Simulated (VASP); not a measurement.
Write the native input for VASP 6.6.1 that does the following.

| Item | Value |
| --- | --- |
| Task | single point |
| Functional | LDA |
| Potentials or basis | VASP PAW LDA potentials, release 64 (Ga_d, N) |
| Cutoff | 520 eV |
| k mesh | 12 × 12 × 6 |
| Occupations | gaussian, width 0.01 eV |
| Spin | no spin polarisation |
| Dipole correction | no |
| Further INCAR settings | ALGO = Normal; EDIFF = 1e-06; NBANDS = 26 |

The structure of GaN lies in POSCAR:

```
GaN
1.0
    3.1179462097      0.0000000000      0.0000000000
   -1.5589731049      2.7002206252      0.0000000000
    0.0000000000      0.0000000000      5.0841480023
Ga N
2 2
Direct
    0.3333333333      0.6666666667     -0.0006320147
    0.6666666667      0.3333333333      0.4993679853
    0.3333333333      0.6666666667      0.3756320147
    0.6666666667      0.3333333333      0.8756320147
```

The input as run:

INCAR

```
PREC = Accurate
ENCUT = 520
EDIFF = 1E-6
ISMEAR = 0
SIGMA = 0.01
LREAL = False
LASPH = True
NELM = 100
ALGO = Normal
ISIF = 2
LWAVE = False
LCHARG = False
NBANDS = 26
```

KPOINTS

```
regular mesh
0
Gamma
  12 12 6
```

Potentials or basis: VASP PAW LDA potentials, release 64 (Ga_d, N).

Launch:

```sh
$ cat potpaw_LDA.64/Ga_d/POTCAR potpaw_LDA.64/N/POTCAR > POTCAR
$ mpirun -np 1 vasp_std > vasp.out
```

Results of the run:

The pressure is 8.3 GPa and the band gap on the k mesh is 2.36 eV, direct.

It took 46 s on 1 thread of Intel(R) Xeon(R) Platinum 8488C (Sapphire Rapids) (shared host), peak memory 0.18 GiB.
